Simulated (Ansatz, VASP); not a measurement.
One calculation of ZnS, two programs

```xyz
2
Lattice="0.0000 2.7753 2.6541 2.7753 0.0000 2.6541 2.7753 2.7753 0.0000" Properties=species:S:1:pos:R:3 pbc="T T T"
Zn    0.0000    0.0000    0.0000
S     4.1630    4.1630    3.9811
```

Change from the starting cell: strain +0.030 along x and y, -0.015 along z, atoms carried along.

Alike in both runs: task single point; functional r2SCAN; k mesh 8 × 8 × 8; occupations gaussian, width 0.05 eV; no spin polarisation.

|  | VASP | Ansatz |
| --- | --- | --- |
| version | VASP 6.6.1 | Ansatz 0.2.0 |
| potentials or method | VASP PAW PBE potentials, release 64 (Zn, S), cutoff 520 eV | scalar-relativistic, plane waves, PAW |
| valence electrons in the cell | 18 | 18 |

```tsv
	VASP	Ansatz	Ansatz less VASP
gap on the k mesh at the Fermi level (eV)	2.41	2.40	-0.008
least direct gap on the mesh (eV)	2.41	2.40	-0.008
pressure (GPa)	-3.1	-3.2	-0.04
traceless stress, the component that is largest in VASP (GPa)	1.22	1.22	-0.003
```

VASP's potentials were made for PBE, not for r2SCAN. The functional is the same, so the differences come from potentials, cutoffs and numerics.
